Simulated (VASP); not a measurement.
Input of a VASP 6.6.1 run:

INCAR

```
PREC = Accurate
ENCUT = 520
EDIFF = 1E-6
ISMEAR = 0
SIGMA = 0.02
LREAL = F
LASPH = T
NELM = 60
ALGO = Normal
ISIF = 2
LWAVE = F
LCHARG = F
GGA = PE
NBANDS = 11
```

Contents of KPOINTS:

```
Automatic mesh
0
Gamma
  8 8 8
```

Contents of POSCAR:

```
BeS
1.0
    0.0000000000      2.4382793560      2.4382793560
    2.4382793560      0.0000000000      2.4382793560
    2.4382793560      2.4382793560      0.0000000000
Be S
1 1
Direct
    0.7500000000      0.7500000000      0.7500000000
    0.0000000000      0.0000000000      0.0000000000
```

Potentials or basis: VASP PAW PBE potentials, release 64 (Be, S).

Run with:

```sh
$ cat potpaw_PBE.64/Be/POTCAR potpaw_PBE.64/S/POTCAR > POTCAR
$ mpirun -np 1 vasp_std > vasp.out
```

Question: What does it give for the band gap on the k mesh?

Answer: 3.15 eV, indirect (least direct gap 5.68 eV).

Question: Estimate the pressure.

Answer: 0.0 GPa.

A k mesh can miss the band edges.
